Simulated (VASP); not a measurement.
Crystal: BaTe.

```xyz
8
Lattice="4.9416 0.0000 0.0000 -2.4708 4.2796 0.0000 0.0000 0.0000 16.8018" Properties=species:S:1:pos:R:3 pbc="T T T"
Ba    2.4708    1.4265   14.7376
Ba    0.0000    2.8530    2.0642
Ba    0.0000    2.8530    6.3367
Ba    2.4708    1.4265   10.4651
Te    0.0000    0.0000    0.0000
Te    0.0000    0.0000    8.4009
Te    2.4708    1.4265    4.2005
Te    0.0000    2.8530   12.6014
```

The cell was generated, and may not be a known phase.

Base run:

```yaml
Program: VASP 6.6.1
Functional: PBE
Potentials_or_basis: VASP PAW PBE potentials, release 64 (Ba_sv, Te)
Cutoff: 520 eV
k_mesh: 6 × 6 × 2
Occupations: gaussian, width 0.02 eV
Spin: no spin polarisation
```

Its results: band gap on the k mesh 1.64 eV (least direct gap 2.01 eV); pressure 0.3 GPa.

**Question.** The run is repeated on the same cell with these changes: k mesh from 6 × 6 × 2 to 3 × 3 × 1; occupations from gaussian, width 0.02 eV to gaussian, width 0.1 eV. What comes out?

**Answer.** Band gap on the k mesh 1.83 eV (least direct gap 2.18 eV); pressure 0.4 GPa.

Caveats: some runs use coarse meshes; spin-orbit coupling is left out, which moves the levels of the heavy elements.

A k mesh can miss the band edges.
